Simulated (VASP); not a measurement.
# HCl (Fm-3m) in VASP: further runs

HCl is run at these levels: PBEsol; tasks: single point.

All numbers are computed with VASP 6.6.1; they aren't measurements. Logs are shortened: lines on timing, memory, paths and dates and some standing lists are left out, and cuts for length are marked.

### Step 1. The cell of the first run

It takes space group Fm-3m (No. 225, cubic). The conventional cell has a = 4.353 Å, b = 4.353 Å, c = 4.353 Å, α = 90.00°, β = 90.00°, γ = 90.00°. H (site symmetry m-3m) has 6 Cl at 2.18 Å within 2.9 Å. Within 2.9 Å of Cl (site symmetry m-3m) lie 6 H at 2.18 Å.

### Step 2. Single point, PBEsol (10.31 Å³/atom)

The input, INCAR:

```
SYSTEM = HCl
PREC = Accurate
ENCUT = 520
EDIFF = 1E-6
ISMEAR = 0
SIGMA = 0.1
LREAL = .FALSE.
LASPH = .TRUE.
NELM = 100
ALGO = Normal
ISIF = 2
LWAVE = .FALSE.
LCHARG = .FALSE.
GGA = PS
NBANDS = 11
```

The input, KPOINTS:

```
Automatic mesh
0
G
  16 16 16
  0 0 0
```

The input, POSCAR:

```
HCl
1.0
    0.0000000000      2.1762526214      2.1762526214
    2.1762526214      0.0000000000      2.1762526214
    2.1762526214      2.1762526214      0.0000000000
H Cl
1 1
Direct
    0.0000000000      0.0000000000      0.0000000000
    0.5000000000      0.5000000000      0.5000000000
```

Potentials or basis: VASP PAW PBE potentials, release 64 (H, Cl).

The run is started by

```bash
$ cat potpaw_PBE.64/H/POTCAR potpaw_PBE.64/Cl/POTCAR > POTCAR
$ mpirun -np 1 vasp_std > vasp.out
```

OUTCAR:

```text
SYSTEM = HCl
   PREC = Accurate
   ENCUT = 520
   EDIFF = 1E-6
   ISMEAR = 0
   LREAL = .FALSE.
   LASPH = .TRUE.
   NELM = 100
   ISIF = 2
   GGA = PS

 ion  position               nearest neighbor table
   1  0.000  0.000  0.000-
   2  0.500  0.500  0.500-

  LATTYP: Found a face centered cubic cell.
 ALAT       =     4.3525052428

  Lattice vectors:

 A1 = (   0.0000000000,   2.1762526214,   2.1762526214)
 A2 = (   2.1762526214,   0.0000000000,   2.1762526214)
 A3 = (   2.1762526214,   2.1762526214,   0.0000000000)

Analysis of symmetry for initial positions (statically):
=====================================================================
 Subroutine PRICEL returns:
 Original cell was already a primitive cell.

 Routine SETGRP: Setting up the symmetry group for a
 face centered cubic supercell.

 Subroutine GETGRP returns: Found 48 space group operations
 (whereof 48 operations were pure point group operations)
 out of a pool of 48 trial point group operations.

The static configuration has the point symmetry O_h .

Analysis of symmetry for dynamics (positions and initial velocities):
=====================================================================
 Subroutine PRICEL returns:
 Original cell was already a primitive cell.

 Routine SETGRP: Setting up the symmetry group for a
 face centered cubic supercell.

 Subroutine GETGRP returns: Found 48 space group operations
 (whereof 48 operations were pure point group operations)
 out of a pool of 48 trial point group operations.

The dynamic configuration has the point symmetry O_h .

 Subroutine INISYM returns: Found 48 space group operations
 (whereof 48 operations are pure point group operations),
 and found     1 'primitive' translations

----------------------------------------------------------------------------------------

                                     Primitive cell

  volume of cell :      20.6138

  direct lattice vectors                    reciprocal lattice vectors
     0.000000000  2.176252621  2.176252621    -0.229752739  0.229752739  0.229752739
     2.176252621  0.000000000  2.176252621     0.229752739 -0.229752739  0.229752739
     2.176252621  2.176252621  0.000000000     0.229752739  0.229752739 -0.229752739

  length of vectors
     3.077685972  3.077685972  3.077685972     0.397943417  0.397943417  0.397943417

  position of ions in fractional coordinates (direct lattice)
     0.000000000  0.000000000  0.000000000
     0.500000000  0.500000000  0.500000000

  ion indices of the primitive-cell ions
   primitive index   ion index
                 1           1
                 2           2

----------------------------------------------------------------------------------------

 KPOINTS: Automatic mesh

Automatic generation of k-mesh.
 Grid dimensions read from file:
 generate k-points for:   16   16   16

 Generating k-lattice:

  Cartesian coordinates                     Fractional coordinates (reciprocal lattice)
    -0.014359546  0.014359546  0.014359546     0.062500000  0.000000000  0.000000000
     0.014359546 -0.014359546  0.014359546     0.000000000  0.062500000  0.000000000
     0.014359546  0.014359546 -0.014359546     0.000000000  0.000000000  0.062500000

  Length of vectors
     0.024871464  0.024871464  0.024871464

  Shift w.r.t. Gamma in fractional coordinates (k-lattice)
     0.000000000  0.000000000  0.000000000

 Subroutine IBZKPT returns following result:
 ===========================================

 Found    145 irreducible k-points:

 Following reciprocal coordinates:
            Coordinates               Weight
  0.000000  0.000000  0.000000      1.000000
  0.062500  0.000000  0.000000      8.000000
  0.125000  0.000000  0.000000      8.000000
  0.187500  0.000000  0.000000      8.000000
  0.250000  0.000000  0.000000      8.000000
  0.312500  0.000000  0.000000      8.000000
[... 16 lines left out ...]
 -0.125000  0.062500  0.000000     24.000000
 -0.062500  0.062500  0.000000     12.000000
 [... further k-points ...]
   k-points           NKPTS =    145   k-points in BZ     NKDIM =    145   number of bands    NBANDS=     11
   number of dos      NEDOS =    301   number of ions     NIONS =      2
   total plane-waves  NPLWV =  13824
   dimension x,y,z NGX =    24 NGY =   24 NGZ =   24
   dimension x,y,z NGXF=    48 NGYF=   48 NGZF=   48
   ions per type =               1   1
   NGX,Y,Z   is equivalent  to a cutoff of  12.96, 12.96, 12.96 a.u.
   NGXF,Y,Z  is equivalent  to a cutoff of  25.93, 25.93, 25.93 a.u.
 SYSTEM =  HCl
   PREC   = accura    normal or accurate (medium, high low for compatibility)
   ISTART =      0    job   : 0-new  1-cont  2-samecut
   ICHARG =      2    charge: 1-file 2-atom 10-const
   ISPIN  =      1    spin polarized calculation?
   LNONCOLLINEAR =      F non collinear calculations
   LSORBIT =      F    spin-orbit coupling
   LASPH  =      T    aspherical Exc in radial PAW
   ENCUT  =  520.0 eV  38.22 Ry    6.18 a.u.   5.72  5.72  5.72*2*pi/ulx,y,z
   NELM   =    100;   NELMIN=  2; NELMDL= -5     # of ELM steps
   EDIFF  = 0.1E-05   stopping-criterion for ELM
   LREAL  =      F    real-space projection
   EDIFFG = 0.1E-04   stopping-criterion for IOM
   NSW    =      0    number of steps for IOM
   IBRION =     -1    ionic relax: 0-MD 1-quasi-New 2-CG
   NFREE  =      0    steps in history (QN), initial steepest desc. (CG)
   ISIF   =      2    stress and relaxation
   ISYM   =      2    0-nonsym 1-usesym 2-fastsym
   POTIM  = 0.5000    time-step for ionic-motion
   TEBEG  =    0.0;   TEEND  =   0.0 temperature during run
   PSTRESS=    0.0 pullay stress
   NELECT =       8.0000    total number of electrons
   NUPDOWN=      -1.0000    fix difference up-down
   EMIN   =  10.00;   EMAX   =-10.00  energy-range for DOS
   EFERMI =   0.00;   METHOD = LEGACY
   ISMEAR =     0;   SIGMA  =   0.10  broadening in eV -4-tet -1-fermi 0-gaus
   EFERMI_NEDOS =   21; number of points for ismear=-14 and -15
   IALGO  =     38    algorithm
   IMIX   =      4    mixing-type and parameters
     AMIX     =   0.40;   BMIX     =  1.00
     AMIX_MAG =   1.60;   BMIX_MAG =  1.00
  volume/ion in A,a.u.               =      10.31        69.55
  Fermi-wavevector in a.u.,A,eV,Ry     =   1.194132  2.256581 19.401231  1.425950
  Thomas-Fermi vector in A             =   2.330129
   LORBIT       =      0    0 simple, 1 ext, 2 COOP (PROOUT), +10 PAW based schemes
   GGA     = PS    functional components
   LHFCALC =     F    Hartree Fock is set to
   AEXX    =    0.0000 exact exchange contribution
   IVDW    =     0    specifies the selected vdW correction
   LEPSILON=     F    determine dielectric tensor
   LRPA    =     F    only Hartree local field effects (RPA)
 non-spin polarized calculation
 Gauss-broadening in eV      SIGMA  =   0.10
  energy-cutoff  :      520.00
  volume of cell :       20.61
 maximum number of plane-waves:       568
   NGX = 11   NGY = 11   NGZ = 11

 number of electron       8.0000001 magnetization

 Free energy of the ion-electron system (eV)
  ---------------------------------------------------
  ext. energy  EPLUGINS =         0.00000000
  ---------------------------------------------------
  free energy    TOTEN  =        -4.09648205 eV

  energy without entropy =       -4.09359922  energy(sigma->0) =       -4.09504064

 E-fermi :   4.0806     XC(G=0): -10.8005

 val. band max:        4.0668653184   @ k =  -0.1875   0.0625   0.0000
 cond. band min:       4.0918317354   @ k =   0.0625   0.0625   0.0000
 fundamental gap:      0.0249664170
 Fermi energy:         4.0806362830

 k-point     1 :       0.0000    0.0000    0.0000
  band No.  band energies     occupation
      1     -12.6652      2.00000
      2       4.1992      0.09353
      3       4.1992      0.09353
      4       4.1992      0.09353
      5       5.3446      0.00000
      6      16.6732      0.00000
      7      16.6732      0.00000
      8      16.6732      0.00000
      9      20.6669      0.00000
     10      20.6669      0.00000
     11      21.7284      0.00000

 k-point     2 :       0.0625    0.0000    0.0000
  band No.  band energies     occupation
      1     -12.6029      2.00000
      2       3.4327      2.00000
      3       4.1720      0.19650
      4       4.1720      0.19650
      5       5.9732      0.00000
      6      16.4294      0.00000
      7      16.7710      0.00000
      8      16.7710      0.00000
      9      20.2477      0.00000
     10      20.2477      0.00000
     11      21.2113      0.00000

 k-point     3 :       0.1250    0.0000    0.0000
  band No.  band energies     occupation
      1     -12.4189      2.00000
      2       2.2060      2.00000
      3       4.0965      0.82303
      4       4.0965      0.82302
      5       6.7972      0.00000
      6      15.8219      0.00000
      7      16.9678      0.00000
      8      16.9678      0.00000
      9      19.5556      0.00000
     10      19.5556      0.00000
     11      20.5235      0.00000

 k-point     4 :       0.1875    0.0000    0.0000
  band No.  band energies     occupation
      1     -12.1225      2.00000
      2       0.9065      2.00000
      3       3.9889      1.80529
      4       3.9889      1.80529
      5       7.4686      0.00000
      6      15.0341      0.00000
      7      16.9040      0.00000
      8      16.9040      0.00000
      9      19.3807      0.00000
     10      19.3807      0.00000
     11      20.2566      0.00000
[... 239 lines left out ...]
 k-point    22 :      -0.1875    0.0625    0.0000
  band No.  band energies     occupation
      1     -11.9507      2.00000
      2       0.4287      2.00000
      3       3.5901      2.00000
      4       4.0669      1.15441
      5       7.7192      0.00000
      6      14.8171      0.00000
      7      16.4788      0.00000
      8      16.7996      0.00000
      9      18.6324      0.00000
     10      20.5486      0.00000
     11      20.8643      0.00000

 k-point    23 :      -0.1250    0.0625    0.0000
  band No.  band energies     occupation
      1     -12.2786      2.00000
      2       1.6437      2.00000
      3       3.7705      1.99999
      4       4.1560      0.28628
      5       7.1820      0.00000
      6      15.5629      0.00000
      7      16.7274      0.00000
      8      17.0992      0.00000
      9      18.5075      0.00000
     10      20.0046      0.00000
     11      21.1209      0.00000

 k-point    24 :      -0.0625    0.0625    0.0000
  band No.  band energies     occupation
      1     -12.5001      2.00000
      2       2.7343      2.00000
      3       3.9782      1.85252
      4       4.1944      0.10766
      5       6.5218      0.00000
      6      16.1001      0.00000
      7      16.8801      0.00000
      8      16.8894      0.00000
      9      19.2977      0.00000
     10      20.0082      0.00000
     11      21.3477      0.00000

 [... further k-points ...]

------------------------ aborting loop because EDIFF is reached ----------------------------------------

  FORCE on cell =-STRESS in cart. coord.  units (eV):
  Direction    XX          YY          ZZ          XY          YZ          ZX
  --------------------------------------------------------------------------------------
  -------------------------------------------------------------------------------------
  Total        0.5897906      0.5897906      0.5897906     -0.0000000      0.0000000     -0.0000000
  in kB       45.8406196     45.8406196     45.8406196     -0.0000000      0.0000000     -0.0000000
  external PRESSURE =      45.8406196 kB  Pullay stress =       0.0000000 kB

 VOLUME and BASIS-vectors are now :
 -----------------------------------------------------------------------------
  energy-cutoff  :      520.00
  volume of cell :       20.61
      direct lattice vectors                 reciprocal lattice vectors
     0.000000000  2.176252621  2.176252621    -0.229752739  0.229752739  0.229752739
     2.176252621  0.000000000  2.176252621     0.229752739 -0.229752739  0.229752739
     2.176252621  2.176252621  0.000000000     0.229752739  0.229752739 -0.229752739

 POSITION                                       TOTAL-FORCE (eV/Angst)
 -----------------------------------------------------------------------------------
      0.00000      0.00000      0.00000         0.000000      0.000000     -0.000000
      2.17625      2.17625      2.17625        -0.000000     -0.000000      0.000000
 -----------------------------------------------------------------------------------
    total drift:                               -0.000000     -0.000000      0.000000

  FREE ENERGIE OF THE ION-ELECTRON SYSTEM (eV)
  ---------------------------------------------------
  free  energy   TOTEN  =        -4.0964820486 eV

  energy  without entropy=       -4.0935992227  energy(sigma->0) =       -4.09504064
```

Wall time 18 s (1 thread of Intel Xeon 8259CL, shared host); peak memory 0.15 GiB.

What came out:

| Property | Result |
| --- | --- |
| Free energy | -4.0965 eV |
| Pressure | 4.6 GPa |
| Band gap on the k mesh | zero (bands 4 and 5 overlap by 1.69 eV) |

Caveat: the cell stands under pressure; the PAW data sets were made with another functional, which shifts forces and pressure a little.

### Step 3. Single point, PBEsol (10.64 Å³/atom)

This run uses another cell than the first one, of 10.64 Å³/atom.

Edit INCAR of step 2 so:

```diff
@@ -8,3 +8,3 @@
 LASPH = .TRUE.
-NELM = 100
+NELM = 60
 ALGO = Normal
```

KPOINTS is that of step 2.

The input, POSCAR:

```
HCl
1.0
    0.0000000000      2.1991622273      2.1991622273
    2.1991622273      0.0000000000      2.1991622273
    2.1991622273      2.1991622273      0.0000000000
H Cl
1 1
Direct
    0.0000000000      0.0000000000      0.0000000000
    0.5000000000      0.5000000000      0.5000000000
```

Potentials or basis: VASP PAW PBE potentials, release 64 (H, Cl).

The run is started by

```bash
$ cat potpaw_PBE.64/H/POTCAR potpaw_PBE.64/Cl/POTCAR > POTCAR
$ mpirun -np 1 vasp_std > vasp.out
```

Run time: 23 s. Hardware: 1 thread of Intel Xeon 8259CL, shared host; peak memory 0.15 GiB.

The run converged. Its results:

| Quantity | Value |
| --- | --- |
| Free energy | -4.1106 eV |
| Pressure | 2.0 GPa |
| Band gap on the k mesh | zero (bands 4 and 5 overlap by 1.56 eV) |

Levels at points of the mesh, in eV from the Fermi level:
```
           k point  band 1  band 2  band 3  band 4  band 5  band 6  band 7  band 8
(0.00, 0.00, 0.00)  -16.46    0.11    0.11    0.11    1.14   12.63   12.63   12.63
(0.50, 0.00, 0.00)  -14.29   -7.27   -0.47   -0.47    4.65    8.07   10.95   10.95
(0.50, 0.50, 0.00)  -13.72   -5.20   -1.97   -1.97   -1.45    7.71   18.12   19.83
```

Caveat: the PAW data sets were made with another functional, which shifts forces and pressure a little.
